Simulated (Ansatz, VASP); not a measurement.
**AlN: VASP beside Ansatz**

```
CELL_PARAMETERS angstrom
-0.12253 2.00225 2.00225
2.00225 -0.12253 2.00225
2.00225 2.00225 -0.12253
ATOMIC_POSITIONS crystal
Al 0.50000 0.50000 0.50000
N 0.00000 0.00000 0.00000
```

Alike in both runs: task single point; functional PBE; k mesh 10 × 10 × 10; occupations gaussian, width 0.05 eV; no spin polarisation.

```csv
,VASP,Ansatz
version,VASP 6.6.1,Ansatz 0.2.0
potentials or method,"VASP PAW PBE potentials, release 64 (Al, N), cutoff 520 eV","scalar-relativistic, plane waves, PAW"
valence electrons in the cell,8,8
```

|  | VASP | Ansatz | Ansatz less VASP |
| --- | --- | --- | --- |
| gap on the k mesh at the Fermi level (eV) | 2.84 | 2.85 | +0.012 |
| least direct gap on the mesh (eV) | 3.87 | 3.86 | -0.006 |
| pressure (GPa) | -8.6 | -8.5 | +0.14 |
| traceless stress, the component that is largest in VASP (GPa) | 15.60 | 15.59 | -0.010 |
